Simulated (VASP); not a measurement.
Here is a VASP 6.6.1 calculation.

INCAR

```
ALGO     = Normal         # electronic algorithm
EDIFF    = 1E-6           # SCF threshold, eV
ENCUT    = 520            # plane-wave cutoff, eV
GGA      = PE             # functional
ISIF     = 2              # what is computed and relaxed
ISMEAR   = -1             # smearing method
LASPH    = True           # aspherical terms in the spheres
LCHARG   = True           # write CHGCAR
LELF     = True           # ELF
LREAL    = False          # projectors in reciprocal space
LVHAR    = True         
LWAVE    = False          # write WAVECAR
NBANDS   = 12             # bands
NELM     = 100            # most SCF steps
PREC     = Accurate       # precision mode
SIGMA    = 0.06122561905347299 # smearing width, eV
```

KPOINTS

```
k-points
0
Gamma
  31 31 31
```

POSCAR

```
As
1.0
    0.0000000000      3.1160940490      3.1160940490
    3.1160940490      0.0000000000      3.1160940490
    3.1160940490      3.1160940490      0.0000000000
As
2
Direct
    0.0000000000      0.0000000000      0.0000000000
    0.2500000000      0.2500000000      0.2500000000
```

Potentials or basis: VASP PAW PBE potentials, release 64 (As).

Command:

```console
$ cat potpaw_PBE.64/As/POTCAR > POTCAR
$ mpirun -np 1 vasp_std > vasp.out
```

(1) What does it give for the band gap on the k mesh?

(2) Estimate the pressure.

## Answers

(1) zero (bands 5 and 6 overlap by 1.27 eV).

(2) -2.4 GPa.
